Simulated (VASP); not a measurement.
Here is a VASP 6.6.1 calculation.

INCAR

```
PREC = Accurate ; ENCUT = 520
EDIFF = 1E-7 ; ISMEAR = 0
SIGMA = 0.1 ; LREAL = F
LASPH = T ; NELM = 100
ALGO = Normal ; ISIF = 2
LWAVE = F ; LCHARG = F
GGA = PE ; NBANDS = 34
```

Contents of KPOINTS:

```
Automatic mesh
0
Gamma
  6 6 4
```

The input POSCAR:

```
NbInS4
1.0
    4.4967115572      0.0000000000      0.0000000000
   -2.2483557786      3.8942664421      0.0000000000
    0.0000000000      0.0000000000      6.2551949744
Nb In S
1 1 4
Direct
    0.0000000000      0.0000000000      0.0000000000
    0.0000000000      0.0000000000      0.5000000000
    0.3333333333      0.6666666667      0.1923154071
    0.6666666667      0.3333333333      0.1923154071
    0.6666666667      0.3333333333      0.8076845929
    0.3333333333      0.6666666667      0.8076845929
```

Potentials or basis: VASP PAW PBE potentials, release 64 (Nb_sv, In_d, S).

The run is started by

```console
$ cat potpaw_PBE.64/Nb_sv/POTCAR potpaw_PBE.64/In_d/POTCAR potpaw_PBE.64/S/POTCAR > POTCAR
$ mpirun -np 1 vasp_std > vasp.out
```

Task: Estimate the pressure.

Result: -0.3 GPa.

Task: Estimate the largest force.

Result: 0.022 eV/Å.

Forces in eV/Å, atoms in the order of the input:
```
Nb   0.000  0.000  0.000
In   0.000  0.000  0.000
S    0.000  0.000 -0.022
S    0.000  0.000 -0.022
S    0.000  0.000  0.022
S    0.000  0.000  0.022
```
